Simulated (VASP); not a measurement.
Here is a VASP 6.6.1 calculation.

File INCAR:

```
SYSTEM = Pd
  PREC = Accurate
  ENCUT = 520
  EDIFF = 1E-7
  ISMEAR = -1
  SIGMA = 0.05
  LREAL = .False.
  LASPH = .True.
  NELM = 80
  ALGO = Normal
  ISIF = 2
  LWAVE = .False.
  LCHARG = .False.
  GGA = PS
  NBANDS = 39
```

The input KPOINTS:

```
Automatic mesh
0
Gamma
  10 10 1
  0 0 0
```

POSCAR

```
Pd
1.0
    2.7505039575      0.0000000000      0.0000000000
    0.0000000000      2.7505039575      0.0000000000
    0.0000000000      0.0000000000     24.7245000000
Pd
6
Direct
    0.5000000000      0.5000000000      0.3033428381
    0.0000000000      0.0000000000      0.3820057028
    0.5000000000      0.5000000000      0.4606685676
    0.0000000000      0.0000000000      0.5393314324
    0.5000000000      0.5000000000      0.6179942972
    0.0000000000      0.0000000000      0.6966571619
```

Potentials or basis: VASP PAW PBE potentials, release 64 (Pd).

Command:

```bash
$ cat potpaw_PBE.64/Pd/POTCAR > POTCAR
$ mpirun -np 1 vasp_std > vasp.out
```

**Question.** What does it give for the largest force?

**Answer.** 0.261 eV/Å.

**Question.** Predict the band gap on the k mesh.

**Answer.** Zero (bands 30 and 31 overlap by 0.94 eV).

Forces on the atoms (eV/Å):
```
Pd   0.000  0.000  0.261
Pd   0.000  0.000 -0.084
Pd   0.000  0.000 -0.044
Pd   0.000  0.000  0.044
Pd   0.000  0.000  0.084
Pd   0.000  0.000 -0.261
```

Caveat: there is no dipole correction, which matters where the two faces differ; the PAW data sets were made with another functional, which shifts forces and pressure a little.
